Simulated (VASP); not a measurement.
Runs of VASP 6.6.1 on C. The structure is that of space group Fd-3m (No. 227), or close to it. The cells are those of the table. 

```tsv
cell	gap on the mesh (eV)	pressure (GPa)
a = 2.581, b = 2.581, c = 2.518 Å, angles 60.8, 60.8, 58.4°, 2 atoms	3.61	-19.0
a = 2.549, b = 2.549, c = 2.580 Å, angles 59.6, 59.6, 60.8°, 2 atoms	3.61	(a)
a = 2.612, b = 2.612, c = 2.580 Å, angles 60.4, 60.4, 59.2°, 2 atoms	3.83	-36.1
a = 2.518, b = 2.518, c = 2.455 Å, angles 60.8, 60.8, 58.3°, 2 atoms	3.74	13.6
a = 2.549, b = 2.549, c = 2.518 Å, angles 60.4, 60.4, 59.2°, 2 atoms	(c)	-9.6
a = 2.551, b = 2.551, c = 2.455 Å, angles 61.2, 61.2, 57.5°, 2 atoms	3.38	2.2
a = 2.612, b = 2.612, c = 2.643 Å, angles 59.6, 59.6, 60.8°, 2 atoms	(b)	-43.2
```

Alike in all rows: task single point; level r2SCAN; potentials or basis VASP PAW PBE potentials, release 64 (C); no spin polarisation; k mesh 12 × 12 × 12; cutoff (eV) 520; smearing gaussian 0.05 eV.

Question: Fill in the values left out.

Answer: (a) -19.4; (b) 3.49; (c) 3.97.

Caveats: the PAW data sets were made with another functional, which shifts forces and pressure a little.

A k mesh can miss the band edges.
